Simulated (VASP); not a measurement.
# HfZrGe4 (P4/mmm) in VASP: single point with PBE

Aim: the single point of HfZrGe4 with PBE.

Everything below comes from runs of VASP 6.6.1. Logs are shortened: lines on timing, memory, paths and dates and some standing lists are left out, and cuts for length are marked.

### Step 1. The cell of the first run

The structure is tetragonal, space group P4/mmm (No. 123). The conventional cell has a = 4.654 Å, b = 4.654 Å, c = 6.563 Å, α = 90.00°, β = 90.00°, γ = 90.00°. Within 3.7 Å of Zr (site symmetry 4/mmm) lie 8 Ge at 2.84 Å. Within 3.8 Å of Hf (site symmetry 4/mmm) lie 8 Ge at 2.85 Å. Ge (site symmetry 2mm) has 2 Zr at 2.84 Å and 2 Hf at 2.85 Å and 6 Ge at 3.27 to 3.29 Å within 3.7 Å.

### Step 2. Single point, PBE

File INCAR:

```
SYSTEM = HfZrGe4
PREC = Accurate
ENCUT = 520
EDIFF = 1E-6
ISMEAR = 0
SIGMA = 0.1
LREAL = .FALSE.
LASPH = .TRUE.
NELM = 60
ALGO = Normal
ISIF = 2
LWAVE = .FALSE.
LCHARG = .TRUE.
GGA = PE
LELF = .TRUE.
LVHAR = .TRUE.
NBANDS = 48
```

File KPOINTS:

```
regular mesh
0
G
  4 4 4
  0 0 0
```

File POSCAR:

```
HfZrGe4
1.0
    4.6543898400      0.0000000000      0.0000000000
    0.0000000000      4.6543898400      0.0000000000
    0.0000000000      0.0000000000      6.5633100300
Zr Hf Ge
1 1 4
Direct
    0.5000000000      0.5000000000      0.5000000000
    0.0000000000      0.0000000000      0.0000000000
    0.5000000000      0.0000000000      0.7490356600
    0.0000000000      0.5000000000      0.2509643400
    0.5000000000      0.0000000000      0.2509643400
    0.0000000000      0.5000000000      0.7490356600
```

Potentials or basis: VASP PAW PBE potentials, release 64 (Zr_sv, Hf_pv, Ge_d).

Started as:

```console
$ cat potpaw_PBE.64/Zr_sv/POTCAR potpaw_PBE.64/Hf_pv/POTCAR potpaw_PBE.64/Ge_d/POTCAR > POTCAR
$ mpirun -np 1 vasp_std > vasp.out
```

OUTCAR:

```text
SYSTEM = HfZrGe4
   PREC = Accurate
   ENCUT = 520
   EDIFF = 1E-6
   ISMEAR = 0
   LREAL = .FALSE.
   LASPH = .TRUE.
   NELM = 60
   ISIF = 2
   GGA = PE

 ion  position               nearest neighbor table
   1  0.500  0.500  0.500-   3 2.84   4 2.84   5 2.84   6 2.84   3 2.84   5 2.84   4 2.84   6 2.84

   2  0.000  0.000  0.000-   3 2.85   4 2.85   5 2.85   6 2.85   4 2.85   6 2.85   3 2.85   5 2.85

   3  0.500  0.000  0.749-   1 2.84   1 2.84   2 2.85   2 2.85
   4  0.000  0.500  0.251-   1 2.84   1 2.84   2 2.85   2 2.85
   5  0.500  0.000  0.251-   1 2.84   1 2.84   2 2.85   2 2.85
   6  0.000  0.500  0.749-   1 2.84   1 2.84   2 2.85   2 2.85

  LATTYP: Found a simple tetragonal cell.
 ALAT       =     4.6543898400
 C/A-ratio  =     1.4101332840

  Lattice vectors:

 A1 = (   4.6543898400,   0.0000000000,   0.0000000000)
 A2 = (   0.0000000000,   4.6543898400,   0.0000000000)
 A3 = (   0.0000000000,   0.0000000000,   6.5633100300)

Analysis of symmetry for initial positions (statically):
=====================================================================
 Subroutine PRICEL returns:
 Original cell was already a primitive cell.

 Routine SETGRP: Setting up the symmetry group for a
 simple tetragonal supercell.

 Subroutine GETGRP returns: Found 16 space group operations
 (whereof 16 operations were pure point group operations)
 out of a pool of 16 trial point group operations.

The static configuration has the point symmetry D_4h.

Analysis of symmetry for dynamics (positions and initial velocities):
=====================================================================
 Subroutine PRICEL returns:
 Original cell was already a primitive cell.

 Routine SETGRP: Setting up the symmetry group for a
 simple tetragonal supercell.

 Subroutine GETGRP returns: Found 16 space group operations
 (whereof 16 operations were pure point group operations)
 out of a pool of 16 trial point group operations.

The dynamic configuration has the point symmetry D_4h.

 Subroutine INISYM returns: Found 16 space group operations
 (whereof 16 operations are pure point group operations),
 and found     1 'primitive' translations

----------------------------------------------------------------------------------------

                                     Primitive cell

[... 91 lines left out ...]
   EDIFF  = 0.1E-05   stopping-criterion for ELM
   LREAL  =      F    real-space projection
   EDIFFG = 0.1E-04   stopping-criterion for IOM
   NSW    =      0    number of steps for IOM
   IBRION =     -1    ionic relax: 0-MD 1-quasi-New 2-CG
   NFREE  =      0    steps in history (QN), initial steepest desc. (CG)
   ISIF   =      2    stress and relaxation
   ISYM   =      2    0-nonsym 1-usesym 2-fastsym
   POTIM  = 0.5000    time-step for ionic-motion
   TEBEG  =    0.0;   TEEND  =   0.0 temperature during run
   PSTRESS=    0.0 pullay stress
   NELECT =      78.0000    total number of electrons
   NUPDOWN=      -1.0000    fix difference up-down
   EMIN   =  10.00;   EMAX   =-10.00  energy-range for DOS
   EFERMI =   0.00;   METHOD = LEGACY
   ISMEAR =     0;   SIGMA  =   0.10  broadening in eV -4-tet -1-fermi 0-gaus
   EFERMI_NEDOS =   21; number of points for ismear=-14 and -15
   IALGO  =     38    algorithm
   IMIX   =      4    mixing-type and parameters
     AMIX     =   0.40;   BMIX     =  1.00
     AMIX_MAG =   1.60;   BMIX_MAG =  1.00
  volume/ion in A,a.u.               =      23.70       159.92
  Fermi-wavevector in a.u.,A,eV,Ry     =   1.340161  2.532537 24.436482  1.796031
  Thomas-Fermi vector in A             =   2.468495
   LORBIT       =      0    0 simple, 1 ext, 2 COOP (PROOUT), +10 PAW based schemes
   GGA     = PE    functional components
   LHFCALC =     F    Hartree Fock is set to
   AEXX    =    0.0000 exact exchange contribution
   IVDW    =     0    specifies the selected vdW correction
   LEPSILON=     F    determine dielectric tensor
   LRPA    =     F    only Hartree local field effects (RPA)
 non-spin polarized calculation
 Gauss-broadening in eV      SIGMA  =   0.10
  energy-cutoff  :      520.00
  volume of cell :      142.18
 maximum number of plane-waves:      3848
 NGX is ok and might be reduce to    36
   NGX = 17   NGY = 17   NGZ = 25

 number of electron      78.0000069 magnetization

 Free energy of the ion-electron system (eV)
  ---------------------------------------------------
  ext. energy  EPLUGINS =         0.00000000
  ---------------------------------------------------
  free energy    TOTEN  =       -35.71455988 eV

  energy without entropy =      -35.65017623  energy(sigma->0) =      -35.68236806

 E-fermi :   5.2222     XC(G=0): -10.2481

 val. band max:        5.2133486965   @ k =   0.5000   0.5000   0.5000
 cond. band min:       5.2296973272   @ k =   0.5000   0.0000   0.5000
 fundamental gap:      0.0163486307
 Fermi energy:         5.2222253046

 k-point     1 :       0.0000    0.0000    0.0000
  band No.  band energies     occupation
      1     -44.0654      2.00000
      2     -26.2258      2.00000
      3     -26.2099      2.00000
      4     -26.2099      2.00000
      5     -22.1685      2.00000
      6     -22.1273      2.00000
[... 907 lines left out ...]
     47       9.2123      0.00000
     48       9.6095      0.00000

------------------------ aborting loop because EDIFF is reached ----------------------------------------

  FORCE on cell =-STRESS in cart. coord.  units (eV):
  Direction    XX          YY          ZZ          XY          YZ          ZX
  --------------------------------------------------------------------------------------
  -------------------------------------------------------------------------------------
  Total       -3.4084557     -3.4084557     -3.5774651      0.0000000      0.0000000     -0.0000000
  in kB      -38.4078327    -38.4078327    -40.3122976      0.0000000      0.0000000     -0.0000000
  external PRESSURE =     -39.0426543 kB  Pullay stress =       0.0000000 kB

 VOLUME and BASIS-vectors are now :
 -----------------------------------------------------------------------------
  energy-cutoff  :      520.00
  volume of cell :      142.18
      direct lattice vectors                 reciprocal lattice vectors
     4.654389840  0.000000000  0.000000000     0.214850933  0.000000000  0.000000000
     0.000000000  4.654389840  0.000000000     0.000000000  0.214850933  0.000000000
     0.000000000  0.000000000  6.563310030     0.000000000  0.000000000  0.152362146

 POSITION                                       TOTAL-FORCE (eV/Angst)
 -----------------------------------------------------------------------------------
      2.32719      2.32719      3.28166         0.000000      0.000000      0.000000
      0.00000      0.00000      0.00000         0.000000      0.000000      0.000000
      2.32719      0.00000      4.91615         0.000000      0.000000      0.105356
      0.00000      2.32719      1.64716        -0.000000     -0.000000     -0.105356
      2.32719      0.00000      1.64716        -0.000000      0.000000     -0.105356
      0.00000      2.32719      4.91615         0.000000     -0.000000      0.105356
 -----------------------------------------------------------------------------------
    total drift:                                0.000000     -0.000000      0.000000

  FREE ENERGIE OF THE ION-ELECTRON SYSTEM (eV)
  ---------------------------------------------------
  free  energy   TOTEN  =       -35.7145598806 eV

  energy  without entropy=      -35.6501762339  energy(sigma->0) =      -35.68236806
```

Run time: 88 s. Hardware: 1 thread of Intel Xeon Platinum 8488C (Sapphire Rapids), shared host; peak memory 0.3 GiB.

What came out:

* Free energy: -35.7146 eV
* Pressure: -3.9 GPa
* Largest force: 0.105 eV/Å
* Band gap on the k mesh: zero (band 39 reaches 5.73 eV, above the bottom of band 40 at 5.16 eV)

Forces on the atoms (eV/Å):
```
Zr   0.000  0.000  0.000
Hf   0.000  0.000  0.000
Ge   0.000  0.000  0.105
Ge   0.000  0.000 -0.105
Ge   0.000  0.000 -0.105
Ge   0.000  0.000  0.105
```

Caveat: spin-orbit coupling is left out, which moves the levels of the heavy elements.
